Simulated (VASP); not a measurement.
Here is a VASP 6.6.1 calculation.

INCAR

```
PREC = Accurate
ENCUT = 520
EDIFF = 1E-6
ISMEAR = -1
SIGMA = 0.03
LREAL = F
LASPH = T
NELM = 150
ALGO = Normal
ISIF = 2
LWAVE = F
LCHARG = T
ISPIN = 2
MAGMOM = -1 2
LORBIT = 11
LMAXMIX = 4
GGA = PS
LELF = T
LVHAR = T
NBANDS = 22
```

File KPOINTS:

```
regular mesh
0
Gamma
  11 11 11
```

File POSCAR:

```
TiCo
1.0
    2.9256713971      0.0000000000      0.0000000000
    0.0000000000      2.9256713971      0.0000000000
    0.0000000000      0.0000000000      2.9256713971
Ti Co
1 1
Direct
    0.0000000000      0.0000000000      0.0000000000
    0.5000000000      0.5000000000      0.5000000000
```

Potentials or basis: VASP PAW PBE potentials, release 64 (Ti_sv, Co).

Command:

```sh
$ cat potpaw_PBE.64/Ti_sv/POTCAR potpaw_PBE.64/Co/POTCAR > POTCAR
$ mpirun -np 1 vasp_std > vasp.out
```

(1) What does it give for the net moment?

(2) Predict the pressure.

Results:

(1) 0.43 μB per cell.

(2) 1.6 GPa.

Caveat: the PAW data sets were made with another functional, which shifts forces and pressure a little.
